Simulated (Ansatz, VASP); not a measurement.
Two plane-wave programs on Cd2S

```xyz
3
Lattice="4.0148 0.0000 0.0000 -2.0074 3.4769 0.0000 0.0000 0.0000 5.8856" Properties=species:S:1:pos:R:3 pbc="T T T"
Cd    0.0000    2.3180    5.4896
Cd    2.0074    1.1590    3.4062
S     0.0000    2.3180    2.1524
```

Alike in both runs: task single point; functional LDA; k mesh 7 × 7 × 4; occupations fermi-dirac, width 0.05 eV; no spin polarisation.

|  | VASP | Ansatz |
| --- | --- | --- |
| version | VASP 6.6.1 | Ansatz 0.2.0 |
| potentials or method | VASP PAW LDA potentials, release 64 (Cd, S) | Ansatz PAW |
| plane-wave cutoff (eV) | 520 | 420 |
| valence electrons in the cell | 30 | 46 |

VASP gave:

- gap on the k mesh at the Fermi level (eV): 0.45
- least direct gap on the mesh (eV): 0.74
- pressure (GPa): -5.9
- traceless stress, the component that is largest in VASP (GPa): -1.39
- rms of the force components (eV/Å): 0.112

Question: Estimate Ansatz's values.

Answer: gap on the k mesh at the Fermi level (eV): 0.45; least direct gap on the mesh (eV): 0.74; pressure (GPa): -6.1; traceless stress, the component that is largest in VASP (GPa): -1.49; rms of the force components (eV/Å): 0.120.

LDA's correlation is that of Perdew and Zunger in VASP and of Perdew and Wang (1992) in Ansatz. Atom by atom the forces differ by 0.009 eV/Å (rms over components). VASP's potentials hold 30 valence electrons a cell and Ansatz's 46, so a difference there can come from the potentials and not from the codes.

Noted on Ansatz's run: odd divisions of the mesh miss points on the zone boundary, where band edges often lie, so the gap on the mesh can be too wide.
